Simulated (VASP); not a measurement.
# Si62P (a cell with a defect) in VASP: further runs, part 2 of 2

VASP 6.6.1. The steps go on from the part before.

### Step 4. Single point, PBE

The input, INCAR:

```
PREC = Accurate ; ENCUT = 520
EDIFF = 1E-6 ; ISMEAR = 0
SIGMA = 0.02 ; LREAL = Auto
LASPH = True ; NELM = 100
ALGO = Normal ; ISIF = 2
LWAVE = False ; LCHARG = False
GGA = PE ; NBANDS = 164
NELECT = 254.0
```

The input, KPOINTS:

```
regular mesh
0
Gamma
  1 1 1
```

The input, POSCAR:

```
Si62P
1.0
   10.8600000000      0.0000000000      0.0000000000
    0.0000000000     10.8600000000      0.0000000000
    0.0000000000      0.0000000000     10.8600000000
Si P
62 1
Direct
    0.4931852670      0.0029582873      0.0021709024
    0.6238599448      0.1252060773      0.1252558011
    0.7523732044      0.2467675875      0.0012001842
    0.8829848066      0.3708738490      0.1213965930
    0.7569901473      0.0028956722      0.2451686004
    0.8945381215      0.1316572744      0.3549539595
    0.2162631676      0.2496655617      0.0405592081
    0.3697308471      0.3749807551      0.1309460405
    0.4973526703      0.4965018416      0.0009423573
    0.6265060773      0.6189362799      0.1261884899
    0.7429235727      0.7490734807     -0.0017253223
    0.8739421731      0.8729745856      0.1167199816
    0.2500425414      0.0036577348      0.2500145488
    0.3760577348      0.1252801105      0.3764219153
    0.4999785451      0.2506225599      0.2514555249
    0.6276732044      0.3729155617      0.3760116022
    0.7558461326      0.4941337017      0.2507289134
    0.8766242173      0.6259584715      0.3734995396
    0.5007812155     -0.0000158379      0.5012097606
    0.6259835175      0.1235273481      0.6262856354
    0.7574012891      0.2460975138      0.4940188766
    0.8755563536      0.3711510129      0.6247126151
    0.7495512891     -0.0032247698      0.7498493554
    0.8760870166      0.1179027624      0.8765437385
   -0.0043860037      0.5061330571     -0.0039568140
    0.1248276243      0.6244713628      0.1252472376
    0.2463637201      0.7518922652      0.0012953959
    0.3721478821      0.8746075506      0.1284812155
    0.0399160221      0.2501244936      0.2166186004
    0.1304667587      0.3751499079      0.3702317680
    0.2552978821      0.5083869245      0.2557055249
    0.3799505525      0.6326985267      0.3802754144
    0.5048651934      0.7515678637      0.2490828729
    0.6293044199      0.8784725599      0.3725780847
    0.0018117864      0.0029931860      0.4935719153
    0.1248589319      0.1252202578      0.6242844383
    0.2510104972      0.2506121547      0.5003053407
    0.3755782689      0.3728189687      0.6280308471
    0.5014286372      0.4990382136      0.5018765193
    0.6251515654      0.6247516575      0.6255803867
    0.7493000000      0.7498195212      0.4981967772
    0.8746744936      0.8768823204      0.6191272560
    0.2447529466      0.0028582873      0.7573629834
    0.3546302026      0.1316497238      0.8948031308
    0.4937441989      0.2460821363      0.7576838858
    0.6242878453      0.3712302026      0.8759309392
    0.7486901473      0.4968989871      0.7490453039
    0.8697343462      0.6296076427      0.8700197053
    0.0009140884      0.7519906077      0.2467117864
    0.1281436464      0.8748694291      0.3723293738
    0.0004614180      0.4966298343      0.4978852670
    0.1259807551      0.6189372007      0.6268318600
    0.2487420810      0.7516850829      0.5050418048
    0.3721213628      0.8784642726      0.6296836096
    0.0008265193      0.2467501842      0.7528460405
    0.1210391344      0.3707308471      0.8836294659
    0.2503483425      0.4940037753      0.7562732044
    0.3731273481      0.6258730203      0.8770078269
    0.4977641805      0.7498516575      0.7497042357
    0.6187492634      0.8769638122      0.8749770718
   -0.0019043278      0.7490621547      0.7432719153
    0.1163347145      0.8729872928      0.8744331492
   -0.0004492634     -0.0032274401      0.0000528545
```

Potentials or basis: VASP PAW PBE potentials, release 64 (Si, P).

Launch:

```console
cat potpaw_PBE.64/Si/POTCAR potpaw_PBE.64/P/POTCAR > POTCAR
mpirun -np 1 vasp_gam > vasp.out
```

OUTCAR:

```text
PREC = Accurate
   ENCUT = 520
   EDIFF = 1E-6
   ISMEAR = 0
   LREAL = Auto
   LASPH = True
   NELM = 100
   ISIF = 2
   GGA = PE
   NELECT = 254.0

 ion  position               nearest neighbor table
   1  0.493  0.003  0.002-  28 2.36   2 2.36  44 2.36  60 2.37
   2  0.624  0.125  0.125-   3 2.35  15 2.35   5 2.36   1 2.36
   3  0.752  0.247  0.001-   2 2.35   4 2.35  24 2.37  46 2.37
   4  0.883  0.371  0.121-  25 2.35   3 2.35  17 2.38  29 2.39
   5  0.757  0.003  0.245-  12 2.36   2 2.36   6 2.37  34 2.38
   6  0.895  0.132  0.355-  35 2.36   5 2.37  21 2.46  29 2.53
[... 496 lines left out ...]
  Total       16.1155068     23.8554330     16.0273520      3.1751263      3.3294129     10.0109543
  in kB       20.1588185     29.8406590     20.0485461      3.9717519      4.1647483     12.5226598
  external PRESSURE =      23.3493412 kB  Pullay stress =       0.0000000 kB

 VOLUME and BASIS-vectors are now :
 -----------------------------------------------------------------------------
  energy-cutoff  :      520.00
  volume of cell :     1280.82
      direct lattice vectors                 reciprocal lattice vectors
    10.860000000  0.000000000  0.000000000     0.092081031  0.000000000  0.000000000
     0.000000000 10.860000000  0.000000000     0.000000000  0.092081031  0.000000000
     0.000000000  0.000000000 10.860000000     0.000000000  0.000000000  0.092081031

 POSITION                                       TOTAL-FORCE (eV/Angst)
 -----------------------------------------------------------------------------------
      5.35599      0.03213      0.02358        -0.000127     -0.001077      0.002795
      6.77512      1.35974      1.36028        -0.003043     -0.001625      0.001293
      8.17077      2.67990      0.01303        -0.002911     -0.001640     -0.002777
      9.58921      4.02769      1.31837         0.003126      0.003147     -0.000217
      8.22091      0.03145      2.66253        -0.001594      0.002130      0.000041
      9.71468      1.42980      3.85480        -0.003988     -0.003682      0.000386
[... 55 lines left out ...]
      1.26339      9.48064      9.49634        -0.001957      0.001185      0.007135
     10.85512     10.82495      0.00057        -0.012689      0.016952     -0.015081
 -----------------------------------------------------------------------------------
    total drift:                                0.014775      0.001776      0.014190

  FREE ENERGIE OF THE ION-ELECTRON SYSTEM (eV)
  ---------------------------------------------------
  free  energy   TOTEN  =      -326.7040389812 eV

  energy  without entropy=     -326.7040389812  energy(sigma->0) =     -326.70403898
```

Wall time 6.2 min (1 thread of Intel Xeon Platinum 8259CL at 2.50GHz (Skylake/Cascade Lake), shared host); peak memory 1 GiB.

Results:

| Item | Value |
| --- | --- |
| Free energy | -326.7040 eV |
| Largest force | 0.026 eV/Å |

Forces in eV/Å, atoms in the order of the input:
```
Si   0.000 -0.001  0.003
Si  -0.003 -0.002  0.001
Si  -0.003 -0.002 -0.003
Si   0.003  0.003  0.000
Si  -0.002  0.002  0.000
Si  -0.004 -0.004  0.000
Si   0.006  0.002  0.001
Si   0.003 -0.002  0.001
Si   0.000  0.002 -0.004
Si   0.000 -0.004  0.005
Si   0.004  0.000 -0.003
Si   0.006 -0.001 -0.004
Si  -0.001  0.011  0.012
Si  -0.004 -0.005 -0.004
Si  -0.001  0.004 -0.001
Si  -0.001 -0.002 -0.002
Si  -0.003  0.001  0.000
Si   0.000 -0.002 -0.002
Si  -0.006  0.008 -0.004
Si   0.002 -0.014  0.000
Si   0.001  0.006  0.000
Si   0.003  0.002 -0.002
Si  -0.001 -0.002  0.000
Si   0.013 -0.020  0.009
Si  -0.002  0.002 -0.004
Si   0.002  0.003  0.000
Si  -0.006  0.002 -0.001
Si   0.005  0.002 -0.007
Si   0.008 -0.007  0.015
Si  -0.003 -0.002  0.002
Si   0.001  0.002  0.001
Si  -0.001 -0.004 -0.003
Si  -0.001  0.003  0.002
Si   0.000 -0.002  0.003
Si   0.002 -0.002  0.000
Si   0.000 -0.002  0.000
Si  -0.002  0.001 -0.001
Si   0.001 -0.002 -0.001
Si  -0.002  0.001 -0.004
Si   0.000 -0.002 -0.001
Si   0.003  0.004  0.001
Si   0.000  0.002  0.000
Si   0.002  0.003  0.000
Si   0.001 -0.007 -0.001
Si  -0.002  0.007  0.003
Si  -0.003 -0.001  0.003
Si  -0.001 -0.001  0.000
Si   0.002 -0.001 -0.001
Si   0.000  0.000 -0.004
Si  -0.001  0.003  0.000
Si   0.001 -0.001 -0.003
Si  -0.001  0.000  0.003
Si  -0.002  0.001 -0.001
Si   0.006 -0.004 -0.001
Si  -0.001 -0.001  0.001
Si   0.000  0.002  0.002
Si   0.000  0.001 -0.001
Si  -0.003 -0.002 -0.002
Si   0.003 -0.001  0.001
Si   0.001  0.001 -0.001
Si  -0.007  0.001  0.004
Si  -0.002  0.001  0.007
P   -0.013  0.017 -0.015
```

Caveat: the k points lie up to 0.58 Å⁻¹ apart; the cell carries a net charge on a neutralising background, which shifts energy and pressure; the cell is charged against a uniform background, so pressure and absolute levels hang on convention.

### Step 5. Single point, PBE

The input, INCAR:

```
  ALGO = Normal
  EDIFF = 1E-6
  ENCUT = 520
  GGA = PE
  ISIF = 2
  ISMEAR = 0
  LASPH = True
  LCHARG = False
  LREAL = Auto
  LWAVE = False
  NBANDS = 164
  NELECT = 254.0
  NELM = 60
  PREC = Accurate
  SIGMA = 0.02
```

The input, KPOINTS:

```
k-points
0
Gamma
  1 1 1
```

The input, POSCAR:

```
Si62P
1.0
   10.8600000000      0.0000000000      0.0000000000
    0.0000000000     10.8600000000      0.0000000000
    0.0000000000      0.0000000000     10.8600000000
Si P
62 1
Direct
    0.4973418969      0.0015884899      0.0018125230
    0.6256884899      0.1246115101      0.1252595764
    0.7531714549      0.2492608656      0.0011555249
    0.8838009208      0.3674296501      0.1274631676
    0.7527871087     -0.0019592081      0.2457976980
    0.8812914365      0.1205151934      0.3696972376
    0.2349302947      0.2419480663     -0.0054088398
    0.3647896869      0.3634008287      0.1219717311
    0.4948745856      0.4946312155      0.0051185083
    0.6227372928      0.6215081952      0.1260521179
    0.7477665746      0.7483646409     -0.0001790976
    0.8797650092      0.8781348987      0.1165424494
    0.2422493554      0.0200791897      0.2536631676
    0.3792427256      0.1235603131      0.3809088398
    0.4978259669      0.2474462247      0.2490181400
    0.6239874770      0.3740949355      0.3718075506
    0.7543433702      0.4985212707      0.2516405157
    0.8780365562      0.6267419890      0.3748451197
    0.5039465930     -0.0022373849      0.5073472376
    0.6323453039      0.1237396869      0.6291466851
    0.7505662063      0.2467785451      0.4939170350
    0.8714300184      0.3725143646      0.6226211786
    0.7571996317      0.0021825967      0.7585543278
    0.8865835175      0.1250291897      0.8815265193
    0.0007473297      0.4987463168      0.0002767956
    0.1249738490      0.6244885820      0.1261008287
    0.2462598527      0.7566656538      0.0040230203
    0.3671482505      0.8853870166      0.1304889503
    0.0164080110      0.2367331492      0.2459492634
    0.1250011971      0.3713443831      0.3739549724
    0.2489613260      0.4963267956      0.2486686924
    0.3747013812      0.6221175875      0.3730416206
    0.4965393186      0.7519246777      0.2503780847
    0.6254561694      0.8756472376      0.3735172192
   -0.0008560773     -0.0021742173      0.5029316759
    0.1255360037      0.1252941068      0.6251309392
    0.2523230203      0.2509000921      0.5024170350
    0.3759878453      0.3757788214      0.6287482505
    0.5003554328      0.4990104052      0.5008107735
    0.6247148250      0.6254744015      0.6249755064
    0.7500796501      0.7507104972      0.5003176796
    0.8739707182      0.8736776243      0.6294286372
    0.2477953039      0.0000239411      0.7512400552
    0.3731092081      0.1255102210      0.8739602210
    0.5028945672      0.2490596685      0.7512471455
    0.6252122468      0.3753371087      0.8762378453
    0.7492558932      0.4999426335      0.7494854512
    0.8743465930      0.6235230203      0.8754325967
    0.0004433702      0.7535689687      0.2468328729
    0.1248034070      0.8806407919      0.3711299263
    0.0004338858      0.4992249540      0.5015680479
    0.1257451197      0.6286699816      0.6252511050
    0.2482621547      0.7502267956      0.4946878453
    0.3720101289      0.8713953959      0.6261000921
    0.0010160221      0.2520702578      0.7480612339
    0.1260296501      0.3794890424      0.8688849908
    0.2533430939      0.5078201657      0.7506453959
    0.3757578269      0.6292531308      0.8805763352
    0.5003895948      0.7506490792      0.7517930939
    0.6245383057      0.8769810313      0.8762317680
    0.0002391344      0.7522112339      0.7550368324
    0.1183433702      0.8845116022      0.8816091160
    0.0156518416      0.0189802026      0.0149898711
```

Potentials or basis: VASP PAW PBE potentials, release 64 (Si, P).

Launch:

```console
cat potpaw_PBE.64/Si/POTCAR potpaw_PBE.64/P/POTCAR > POTCAR
mpirun -np 1 vasp_gam > vasp.out
```

OUTCAR:

```text
EDIFF = 1E-6
   ENCUT = 520
   GGA = PE
   ISIF = 2
   ISMEAR = 0
   LASPH = True
   LREAL = Auto
   NELECT = 254.0
   NELM = 60
   PREC = Accurate

 ion  position               nearest neighbor table
   1  0.497  0.002  0.002-   2 2.35  28 2.35  44 2.36  60 2.37
   2  0.626  0.125  0.125-   5 2.35  15 2.35   1 2.35   3 2.36
   3  0.753  0.249  0.001-   4 2.35   2 2.36  24 2.37  46 2.38
   4  0.884  0.367  0.127-   3 2.35  25 2.36  29 2.40  17 2.41
   5  0.753  0.998  0.246-   2 2.35   6 2.35  12 2.36  34 2.37
   6  0.881  0.121  0.370-  35 2.35   5 2.35  29 2.36  21 2.39
   7  0.235  0.242  0.995-  56 2.34  44 2.36   8 2.38
   8  0.365  0.363  0.122-  31 2.36  15 2.36   9 2.37   7 2.38
   9  0.495  0.495  0.005-  10 2.36   8 2.37  58 2.37  46 2.38
  10  0.623  0.622  0.126-   9 2.36  11 2.37  17 2.38  33 2.39
  11  0.748  0.748  1.000-  60 2.35  48 2.36  10 2.37  12 2.38
  12  0.880  0.878  0.117-  49 2.36   5 2.36  11 2.38  63 2.39
  13  0.242  0.020  0.254-  14 2.32  50 2.36  28 2.40
  14  0.379  0.124  0.381-  13 2.32  15 2.35  37 2.36  19 2.36
  15  0.498  0.247  0.249-   2 2.35  14 2.35  16 2.36   8 2.36
[... 338 lines left out ...]
 k-point     1 :       0.0000    0.0000    0.0000
  band No.  band energies     occupation
      1      -6.3006      2.00000
      2      -5.6863      2.00000
      3      -5.1526      2.00000
      4      -5.1466      2.00000
      5      -5.1216      2.00000
      6      -5.1192      2.00000
[... 131 lines left out ...]
    138       6.8885      0.00000
    139       6.9389      0.00000
 [bands above 139 left out]

------------------------ aborting loop because EDIFF is reached ----------------------------------------

  FORCE on cell =-STRESS in cart. coord.  units (eV):
  Direction    XX          YY          ZZ          XY          YZ          ZX
  --------------------------------------------------------------------------------------
  -------------------------------------------------------------------------------------
  Total       17.0106238     17.4432064     26.7825356      6.2802334     -1.3018343      4.0306639
  in kB       21.2785165     21.8196323     33.5021592      7.8559171     -1.6284589      5.0419402
  external PRESSURE =      25.5334360 kB  Pullay stress =       0.0000000 kB

 VOLUME and BASIS-vectors are now :
 -----------------------------------------------------------------------------
  energy-cutoff  :      520.00
  volume of cell :     1280.82
      direct lattice vectors                 reciprocal lattice vectors
    10.860000000  0.000000000  0.000000000     0.092081031  0.000000000  0.000000000
     0.000000000 10.860000000  0.000000000     0.000000000  0.092081031  0.000000000
     0.000000000  0.000000000 10.860000000     0.000000000  0.000000000  0.092081031

 POSITION                                       TOTAL-FORCE (eV/Angst)
 -----------------------------------------------------------------------------------
      5.40113      0.01725      0.01968        -0.012731     -0.002169      0.008424
      6.79498      1.35328      1.36032         0.003039      0.014668      0.006400
      8.17944      2.70697      0.01255         0.041426     -0.007707      0.012724
      9.59808      3.99029      1.38425         0.045112     -0.029692     -0.003742
      8.17527     10.83872      2.66936        -0.011679      0.044302      0.032039
      9.57083      1.30880      4.01491         0.001530      0.014173      0.016442
[... 55 lines left out ...]
      1.28521      9.60580      9.57427         0.017329     -0.066392     -0.083782
      0.16998      0.20613      0.16279        -0.381346     -0.636805     -0.156706
 -----------------------------------------------------------------------------------
    total drift:                               -0.018125      0.013283     -0.002789

  FREE ENERGIE OF THE ION-ELECTRON SYSTEM (eV)
  ---------------------------------------------------
  free  energy   TOTEN  =      -326.3391728284 eV

  energy  without entropy=     -326.3376996105  energy(sigma->0) =     -326.33843622
```

stdout:

```text
POSCAR found type information on POSCAR SiP
 POSCAR found :  2 types and      63 ions
 scaLAPACK will be used
 LDA part: xc-table for (Slater+PW92), standard interpolation
 POSCAR, INCAR and KPOINTS ok, starting setup
 FFT: planning ... GRIDC
 FFT: planning ... GRID_SOFT
 FFT: planning ... GRID
 WAVECAR not read
 entering main loop
 the old and the new charge density differ
 old charge density:   253.00000 new  254.00000
    0.276E+01
```

It took 6 min on 1 thread of Intel Xeon Platinum 8259CL at 2.50GHz (Skylake/Cascade Lake), shared host; peak memory 1 GiB.

Results:

- Free energy: -326.3392 eV
- Largest force: 0.759 eV/Å

Forces on the atoms (eV/Å):
```
Si  -0.013 -0.002  0.008
Si   0.003  0.015  0.006
Si   0.041 -0.008  0.013
Si   0.045 -0.030 -0.004
Si  -0.012  0.044  0.032
Si   0.002  0.014  0.016
Si   0.058  0.029  0.088
Si   0.082  0.084  0.018
Si   0.066  0.058 -0.005
Si   0.055  0.071 -0.026
Si   0.052  0.062 -0.060
Si   0.006  0.065  0.080
Si  -0.082  0.104  0.017
Si  -0.024  0.038 -0.002
Si   0.016  0.033  0.004
Si   0.020  0.008 -0.001
Si   0.010  0.002 -0.012
Si  -0.018 -0.005 -0.025
Si  -0.019  0.005 -0.030
Si  -0.023  0.040 -0.062
Si   0.014  0.046  0.012
Si   0.036 -0.006  0.061
Si  -0.097 -0.007 -0.102
Si  -0.146 -0.124 -0.076
Si  -0.004 -0.020  0.010
Si   0.013  0.007 -0.008
Si   0.022  0.011 -0.002
Si  -0.016  0.022 -0.040
Si   0.116 -0.002  0.134
Si   0.041  0.068  0.060
Si   0.025  0.020  0.006
Si  -0.004  0.012  0.003
Si  -0.006  0.011  0.022
Si  -0.004  0.008 -0.005
Si  -0.013 -0.007  0.031
Si   0.011  0.005 -0.003
Si   0.018  0.028  0.045
Si   0.006  0.012  0.030
Si   0.000  0.000  0.010
Si   0.011  0.001 -0.013
Si  -0.006 -0.001 -0.015
Si  -0.030 -0.015 -0.011
Si   0.019  0.010 -0.013
Si   0.001  0.018 -0.005
Si   0.018  0.000  0.025
Si   0.039 -0.019  0.016
Si  -0.006  0.005  0.009
Si   0.013 -0.019 -0.004
Si   0.033  0.002  0.001
Si  -0.004  0.006  0.017
Si  -0.011  0.024  0.025
Si   0.031  0.022 -0.019
Si   0.022  0.027 -0.014
Si   0.004  0.028  0.013
Si   0.002 -0.056  0.054
Si   0.037 -0.010  0.003
Si  -0.023  0.015  0.008
Si  -0.019 -0.006 -0.016
Si  -0.001 -0.016 -0.010
Si  -0.021  0.009 -0.022
Si  -0.026 -0.032 -0.039
Si   0.017 -0.066 -0.084
P   -0.381 -0.637 -0.157
```

Caveat: the k points lie up to 0.58 Å⁻¹ apart; the cell carries a net charge on a neutralising background, which shifts energy and pressure; the cell is charged against a uniform background, so pressure and absolute levels hang on convention.
